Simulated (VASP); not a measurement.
# WSe2 (P6_3/mmc) in VASP: relaxation of cell and atoms with r2SCAN+rVV10

Aim: the relaxation of cell and atoms of WSe2 with r2SCAN+rVV10.

Program: VASP 6.6.1. These are calculated values, not measurements. Logs are shortened: lines on timing, memory, paths and dates and some standing lists are left out, and cuts for length are marked.

**1. The cell of the first run**

Symmetry: P6_3/mmc, No. 194, hexagonal system. Conventional cell: a = 3.272 Å, b = 3.272 Å, c = 13.201 Å, α = 90.00°, β = 90.00°, γ = 120.00°. W (site symmetry -6m2) has 6 Se at 2.52 Å and 6 W at 3.27 Å within 3.3 Å. Within 3.4 Å of Se (site symmetry 3m) lie 3 W at 2.52 Å and 7 Se at 3.27 to 3.35 Å.

**2. Relaxation of cell and atoms, r2SCAN+rVV10**

Input file POSCAR:

```
WSe2
1.0
    3.2717587873      0.0000000000      0.0000000000
   -1.6358793937      2.8334262249      0.0000000000
    0.0000000000      0.0000000000     13.2005071920
W Se
2 4
Direct
    0.3333333333      0.6666666667      0.2500000000
    0.6666666667      0.3333333333      0.7500000000
    0.6666666667      0.3333333333      0.3768240725
    0.6666666667      0.3333333333      0.1231759275
    0.3333333333      0.6666666667      0.8768240725
    0.3333333333      0.6666666667      0.6231759275
```

Input file INCAR.step1:

```
SYSTEM = WSe2
ALGO = Normal
EDIFF = 1E-4
ENCUT = 600
GGA = PE
ISMEAR = -1
LASPH = .True.
LCHARG = .False.
LREAL = .False.
LWAVE = .True.
NELM = 60
PREC = Accurate
SIGMA = 0.03
```

Input file INCAR.step2:

```
SYSTEM = WSe2
ALGO = Normal
BPARAM = 11.95
CPARAM = 0.0093
EDIFF = 1E-6
EDIFFG = -0.01
ENCUT = 600
IBRION = 2
ISIF = 3
ISMEAR = -1
ISTART = 1
IVDW_NL = 2
LASPH = .True.
LCHARG = .False.
LMIXTAU = .True.
LREAL = .False.
LUSE_VDW = .True.
LWAVE = .False.
METAGGA = R2SCAN
NELM = 60
NSW = 100
PREC = Accurate
SIGMA = 0.03
```

Input file KPOINTS:

```
k-points
0
Gamma
  12 12 2
  0 0 0
```

Potentials or basis: VASP PAW PBE potentials, release 64 (W_sv, Se).

Run with:

```
$ cat potpaw_PBE.64/W_sv/POTCAR potpaw_PBE.64/Se/POTCAR > POTCAR
$ cp INCAR.step1 INCAR
$ mpirun -np 1 vasp_std > vasp.out
$ cp INCAR.step2 INCAR
$ mpirun -np 1 vasp_std > vasp.out
```

OUTCAR:

```text
SYSTEM = WSe2
   BPARAM = 11.95
   EDIFF = 1E-6
   EDIFFG = -0.01
   ENCUT = 600
   IBRION = 2
   ISIF = 3
   ISMEAR = -1
   ISTART = 1
   IVDW_NL = 2
   LASPH = .True.
   LREAL = .False.
   METAGGA = R2SCAN
   NELM = 60
   NSW = 100
   PREC = Accurate

 ion  position               nearest neighbor table
   1  0.333  0.667  0.250-   3 2.52   4 2.52   3 2.52   4 2.52   3 2.52   4 2.52
   2  0.667  0.333  0.750-   5 2.52   6 2.52   5 2.52   6 2.52   5 2.52   6 2.52
   3  0.667  0.333  0.377-   1 2.52   1 2.52   1 2.52
   4  0.667  0.333  0.123-   1 2.52   1 2.52   1 2.52
   5  0.333  0.667  0.877-   2 2.52   2 2.52   2 2.52
   6  0.333  0.667  0.623-   2 2.52   2 2.52   2 2.52

  LATTYP: Found a hexagonal cell.
 ALAT       =     3.2717587873
 C/A-ratio  =     4.0346822765

  Lattice vectors:

 A1 = (   3.2717587873,   0.0000000000,   0.0000000000)
 A2 = (  -1.6358793937,   2.8334262249,   0.0000000000)
 A3 = (   0.0000000000,   0.0000000000,  13.2005071920)

Analysis of symmetry for initial positions (statically):
=====================================================================
 Subroutine PRICEL returns:
 Original cell was already a primitive cell.

 Routine SETGRP: Setting up the symmetry group for a
 hexagonal supercell.

 Subroutine GETGRP returns: Found 24 space group operations
 (whereof 12 operations were pure point group operations)
 out of a pool of 24 trial point group operations.

The static configuration has the point symmetry D_3d.
 The point group associated with its full space group is D_6h.

Analysis of symmetry for dynamics (positions and initial velocities):
=====================================================================
 Subroutine PRICEL returns:
 Original cell was already a primitive cell.

 Routine SETGRP: Setting up the symmetry group for a
 hexagonal supercell.

 Subroutine GETGRP returns: Found 24 space group operations
 (whereof 12 operations were pure point group operations)
 out of a pool of 24 trial point group operations.

The dynamic configuration has the point symmetry D_3d.
 The point group associated with its full space group is D_6h.

 Subroutine INISYM returns: Found 24 space group operations
 (whereof 12 operations are pure point group operations),
 and found     1 'primitive' translations

----------------------------------------------------------------------------------------

                                     Primitive cell

  volume of cell :     122.3725

  direct lattice vectors                    reciprocal lattice vectors
     3.271758787  0.000000000  0.000000000     0.305646004  0.176464803  0.000000000
    -1.635879394  2.833426225  0.000000000     0.000000000  0.352929606  0.000000000
     0.000000000  0.000000000 13.200507192     0.000000000  0.000000000  0.075754665

  length of vectors
     3.271758787  3.271758787 13.200507192     0.352929606  0.352929606  0.075754665

  position of ions in fractional coordinates (direct lattice)
     0.333333333  0.666666667  0.250000000
     0.666666667  0.333333333  0.750000000
     0.666666667  0.333333333  0.376824072
     0.666666667  0.333333333  0.123175928
     0.333333333  0.666666667  0.876824072
     0.333333333  0.666666667  0.623175928

  ion indices of the primitive-cell ions
   primitive index   ion index
                 1           1
                 2           2
                 3           3
                 4           4
                 5           5
                 6           6

----------------------------------------------------------------------------------------

 KPOINTS: k-points

Automatic generation of k-mesh.
 Grid dimensions read from file:
 generate k-points for:   12   12    2

 Generating k-lattice:

  Cartesian coordinates                     Fractional coordinates (reciprocal lattice)
     0.025470500  0.014705400  0.000000000     0.083333333  0.000000000  0.000000000
     0.000000000  0.029410800  0.000000000     0.000000000  0.083333333  0.000000000
     0.000000000  0.000000000  0.037877332     0.000000000  0.000000000  0.500000000

  Length of vectors
     0.029410800  0.029410800  0.037877332

  Shift w.r.t. Gamma in fractional coordinates (k-lattice)
     0.000000000  0.000000000  0.000000000

 Subroutine IBZKPT returns following result:
 ===========================================

 Found     38 irreducible k-points:

 Following reciprocal coordinates:
            Coordinates               Weight
  0.000000  0.000000  0.000000      1.000000
  0.083333  0.000000  0.000000      6.000000
  0.166667  0.000000  0.000000      6.000000
  0.250000  0.000000  0.000000      6.000000
  0.333333  0.000000  0.000000      6.000000
  0.416667  0.000000  0.000000      6.000000
[... 16 lines left out ...]
  0.250000  0.000000  0.500000      6.000000
  0.333333  0.000000  0.500000      6.000000
 [... further k-points ...]
   k-points           NKPTS =     38   k-points in BZ     NKDIM =     38   number of bands    NBANDS=     31
   number of dos      NEDOS =    301   number of ions     NIONS =      6
   total plane-waves  NPLWV =  84672
   dimension x,y,z NGX =    28 NGY =   28 NGZ =  108
   dimension x,y,z NGXF=    56 NGYF=   56 NGZF=  216
   ions per type =               2   4
   NGX,Y,Z   is equivalent  to a cutoff of  14.23, 14.23, 13.60 a.u.
   NGXF,Y,Z  is equivalent  to a cutoff of  28.45, 28.45, 27.20 a.u.
 SYSTEM =  WSe2
   PREC   = accura    normal or accurate (medium, high low for compatibility)
   ISTART =      1    job   : 0-new  1-cont  2-samecut
   ICHARG =      0    charge: 1-file 2-atom 10-const
   ISPIN  =      1    spin polarized calculation?
   LNONCOLLINEAR =      F non collinear calculations
   LSORBIT =      F    spin-orbit coupling
   LASPH  =      T    aspherical Exc in radial PAW
   ENCUT  =  600.0 eV  44.10 Ry    6.64 a.u.   6.53  6.53 26.36*2*pi/ulx,y,z
   NELM   =     60;   NELMIN=  2; NELMDL=  0     # of ELM steps
   EDIFF  = 0.1E-05   stopping-criterion for ELM
   LREAL  =      F    real-space projection
   EDIFFG = -.1E-01   stopping-criterion for IOM
   NSW    =    100    number of steps for IOM
   IBRION =      2    ionic relax: 0-MD 1-quasi-New 2-CG
   NFREE  =      1    steps in history (QN), initial steepest desc. (CG)
   ISIF   =      3    stress and relaxation
   ISYM   =      2    0-nonsym 1-usesym 2-fastsym
   POTIM  = 0.5000    time-step for ionic-motion
   TEBEG  =    0.0;   TEEND  =   0.0 temperature during run
   PSTRESS=    0.0 pullay stress
   NELECT =      52.0000    total number of electrons
   NUPDOWN=      -1.0000    fix difference up-down
   EMIN   =  10.00;   EMAX   =-10.00  energy-range for DOS
   EFERMI =   0.00;   METHOD = LEGACY
   ISMEAR =    -1;   SIGMA  =   0.03  broadening in eV -4-tet -1-fermi 0-gaus
   EFERMI_NEDOS =   21; number of points for ismear=-14 and -15
   IALGO  =     38    algorithm
   IMIX   =      4    mixing-type and parameters
     AMIX     =   0.40;   BMIX     =  1.00
     AMIX_MAG =   1.60;   BMIX_MAG =  1.00
  volume/ion in A,a.u.               =      20.40       137.64
  Fermi-wavevector in a.u.,A,eV,Ry     =   1.230783  2.325842 20.610456  1.514826
  Thomas-Fermi vector in A             =   2.365618
   LORBIT       =      0    0 simple, 1 ext, 2 COOP (PROOUT), +10 PAW based schemes
   METAGGA = R2SCAN    functional components
   LHFCALC =     F    Hartree Fock is set to
   AEXX    =    0.0000 exact exchange contribution
   IVDW_NL    =     2    kernel type
   BPARAM     =11.9500
   IVDW    =     0    specifies the selected vdW correction
   LEPSILON=     F    determine dielectric tensor
   LRPA    =     F    only Hartree local field effects (RPA)
 conjugate gradient relaxation of ions
 non-spin polarized calculation
  energy-cutoff  :      600.00
  volume of cell :      122.37
 maximum number of plane-waves:      4133
 NGX is ok and might be reduce to    28
   NGX = 13   NGY = 13   NGZ = 53

--------------------------------------- Ionic step        1  -------------------------------------------

 number of electron      52.0000000 magnetization

 Free energy of the ion-electron system (eV)
  ---------------------------------------------------
  ext. energy  EPLUGINS =         0.00000000
  ---------------------------------------------------
  free energy    TOTEN  =      -162.54168352 eV

  energy without entropy =     -162.54168352  energy(sigma->0) =     -162.54168352

------------------------ aborting loop because EDIFF is reached ----------------------------------------

  FORCE on cell =-STRESS in cart. coord.  units (eV):
  Direction    XX          YY          ZZ          XY          YZ          ZX
  --------------------------------------------------------------------------------------
  -------------------------------------------------------------------------------------
  Total        2.2134172      2.2134172      0.7492299     -0.0000000     -0.0000000      0.0000000
  in kB       28.9794449     28.9794449      9.8093872     -0.0000000     -0.0000000      0.0000000
  external PRESSURE =      22.5894256 kB  Pullay stress =       0.0000000 kB

 VOLUME and BASIS-vectors are now :
 -----------------------------------------------------------------------------
  energy-cutoff  :      600.00
  volume of cell :      122.37
      direct lattice vectors                 reciprocal lattice vectors
     3.271758787  0.000000000  0.000000000     0.305646004  0.176464803  0.000000000
    -1.635879394  2.833426225  0.000000000     0.000000000  0.352929606  0.000000000
     0.000000000  0.000000000 13.200507192     0.000000000  0.000000000  0.075754665
[... 121 lines left out ...]
 POSITION                                       TOTAL-FORCE (eV/Angst)
 -----------------------------------------------------------------------------------
     -0.00000      1.91064      3.28633         0.000000     -0.000000      0.000000
      1.65466      0.95532      9.85900        -0.000000      0.000000      0.000000
      1.65466      0.95532      4.94985         0.000000     -0.000000      0.047451
      1.65466      0.95532      1.62281         0.000000      0.000000     -0.047451
     -0.00000      1.91064     11.52252         0.000000      0.000000      0.047451
     -0.00000      1.91064      8.19548         0.000000      0.000000     -0.047451
 -----------------------------------------------------------------------------------
    total drift:                               -0.000000      0.000000     -0.000000

  FREE ENERGIE OF THE ION-ELECTRON SYSTEM (eV)
  ---------------------------------------------------
  free  energy   TOTEN  =      -162.5622906487 eV

  energy  without entropy=     -162.5622906485  energy(sigma->0) =     -162.56229065

--------------------------------------- Ionic step        5  -------------------------------------------

 number of electron      51.9999999 magnetization

 Free energy of the ion-electron system (eV)
  ---------------------------------------------------
  ext. energy  EPLUGINS =         0.00000000
  ---------------------------------------------------
  free energy    TOTEN  =      -162.56280319 eV

  energy without entropy =     -162.56280319  energy(sigma->0) =     -162.56280319

 E-fermi :   6.3391     XC(G=0): -11.2933

 val. band max:        5.8016802279   @ k =   0.0000   0.0000   0.0000
 cond. band min:       6.9403797842   @ k =   0.1667   0.1667   0.0000
 fundamental gap:      1.1386995563
 Fermi energy:         6.3390517789

 k-point     1 :       0.0000    0.0000    0.0000
  band No.  band energies     occupation
      1     -70.5091      2.00000
      2     -70.5091      2.00000
      3     -34.0948      2.00000
      4     -34.0948      2.00000
      5     -33.9810      2.00000
      6     -33.9810      2.00000
[... 805 lines left out ...]
     30       7.8838      0.00000
     31       9.1686      0.00000

 [... further k-points ...]

------------------------ aborting loop because EDIFF is reached ----------------------------------------

  FORCE on cell =-STRESS in cart. coord.  units (eV):
  Direction    XX          YY          ZZ          XY          YZ          ZX
  --------------------------------------------------------------------------------------
  -------------------------------------------------------------------------------------
  Total       -0.0008473     -0.0008473      0.0039769      0.0000000      0.0000000      0.0000000
  in kB       -0.0108947     -0.0108947      0.0511371      0.0000000      0.0000000      0.0000000
  external PRESSURE =       0.0097826 kB  Pullay stress =       0.0000000 kB

 VOLUME and BASIS-vectors are now :
 -----------------------------------------------------------------------------
  energy-cutoff  :      600.00
  volume of cell :      124.60
      direct lattice vectors                 reciprocal lattice vectors
     3.305645591 -0.000000000  0.000000000     0.302512769  0.174655828  0.000000000
    -1.652822795  2.862773058  0.000000000     0.000000000  0.349311657  0.000000000
     0.000000000 -0.000000000 13.166754932    -0.000000000 -0.000000000  0.075948858

 POSITION                                       TOTAL-FORCE (eV/Angst)
 -----------------------------------------------------------------------------------
     -0.00000      1.90852      3.29169         0.000000     -0.000000      0.000000
      1.65282      0.95426      9.87507        -0.000000      0.000000      0.000000
      1.65282      0.95426      4.95933        -0.000000     -0.000000     -0.002563
      1.65282      0.95426      1.62405         0.000000      0.000000      0.002563
     -0.00000      1.90852     11.54270         0.000000      0.000000     -0.002563
     -0.00000      1.90852      8.20743         0.000000      0.000000      0.002563
 -----------------------------------------------------------------------------------
    total drift:                               -0.000000      0.000000     -0.000000

  FREE ENERGIE OF THE ION-ELECTRON SYSTEM (eV)
  ---------------------------------------------------
  free  energy   TOTEN  =      -162.5628031936 eV

  energy  without entropy=     -162.5628031935  energy(sigma->0) =     -162.56280319

 reached required accuracy - stopping structural energy minimisation
```

It took 1.5 h on 1 thread of Oxide Virtual Turin-like, shared host; peak memory 0.68 GiB.

What came out:

```yaml
Free_energy: -162.5628 eV
Relaxed_volume: 20.77 Å³/atom
Relaxed_cell: a = 3.306 Å, b = 3.306 Å, c = 13.167 Å, α = 90.00°, β = 90.00°, γ = 120.00°
Space_group_after_relaxing_to_0.1_Å: P6_3/mmc (No. 194)
Energy_gained_by_relaxing: 3.5 meV/atom
Ionic_steps: 5
Pressure_after_relaxing: 0.0 GPa
Band_gap_on_the_k_mesh: 1.14 eV (least direct gap 1.60 eV)
```

Forces in eV/Å, atoms in the order of the input:
```
W    0.000  0.000  0.000
W    0.000  0.000  0.000
Se   0.000  0.000 -0.003
Se   0.000  0.000  0.003
Se   0.000  0.000 -0.003
Se   0.000  0.000  0.003
```

Step by step:
```
step  energy change (eV)  largest force (eV/Å)  pressure (GPa)  volume (Å³)
   1              0.0000                0.1050            2.26       122.37
   2              0.0222                0.5215           -3.73       127.53
   3             -0.0164                0.1514           -0.23       124.37
   4             -0.0206                0.0475            0.07       124.68
   5             -0.0211                0.0026            0.00       124.60
```

Final structure:
```yaml
crystal:
  lattice:
    - [3.30565, 0.00000, 0.00000]
    - [-1.65282, 2.86277, 0.00000]
    - [0.00000, 0.00000, 13.16675]
  atoms:
    - { symbol: W, position: [0.33333, 0.66667, 0.25000] }
    - { symbol: W, position: [0.66667, 0.33333, 0.75000] }
    - { symbol: Se, position: [0.66667, 0.33333, 0.37666] }
    - { symbol: Se, position: [0.66667, 0.33333, 0.12334] }
    - { symbol: Se, position: [0.33333, 0.66667, 0.87666] }
    - { symbol: Se, position: [0.33333, 0.66667, 0.62334] }
```

Caveat: the PAW data sets were made with another functional, which shifts forces and pressure a little; spin-orbit coupling is left out, which moves the levels of the heavy elements. A k mesh can miss the band edges.
